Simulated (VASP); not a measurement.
## Ca: single point with r2SCAN

Crystal: Ca.

```
CELL_PARAMETERS angstrom
-2.24000 2.24000 2.12800
2.24000 -2.24000 2.12800
2.24000 2.24000 -2.12800
ATOMIC_POSITIONS crystal
Ca 0.00000 0.00000 0.00000
```

This cell differs from its parent crystal: strain +0.000 along x and y, -0.050 along z.

```yaml
Program: VASP 6.6.1
Task: single point
Functional: r2SCAN
Potentials_or_basis: VASP PAW PBE potentials, release 64 (Ca_sv)
Cutoff: 550 eV
k_mesh: 16 × 16 × 16
Occupations: gaussian, width 0.15 eV
Spin: no spin polarisation
```

| Property | Result |
| --- | --- |
| Pressure | 0.3 GPa |
| Band gap on the k mesh | zero (bands 5 and 6 overlap by 0.64 eV) |

Stress tensor (GPa, compression positive):
```
0.26 0.00 0.00
0.00 0.26 0.00
0.00 0.00 0.36
```

Levels at points of the mesh, in eV from the Fermi level:
```csv
k point,band 3,band 4,band 5,band 6,band 7,band 8
"(0.00, 0.00, 0.00)",-23.89,-23.89,-4.31,2.49,2.74,2.74
"(0.50, 0.00, 0.00)",-23.94,-23.89,-0.82,-0.08,1.50,3.69
"(0.50, 0.50, 0.00)",-23.94,-23.88,-0.94,-0.26,1.82,3.45
"(0.50, 0.50, 0.50)",-23.99,-23.99,0.08,0.20,3.83,3.83
```

It took 9.2 min on 1 thread of Oxide Virtual Turin-like Processor (shared host), peak memory 0.27 GiB.

Caveat: the cell differs from its parent crystal (strain +0.000 along x and y, -0.050 along z); the PAW data sets were made with another functional, which shifts forces and pressure a little.
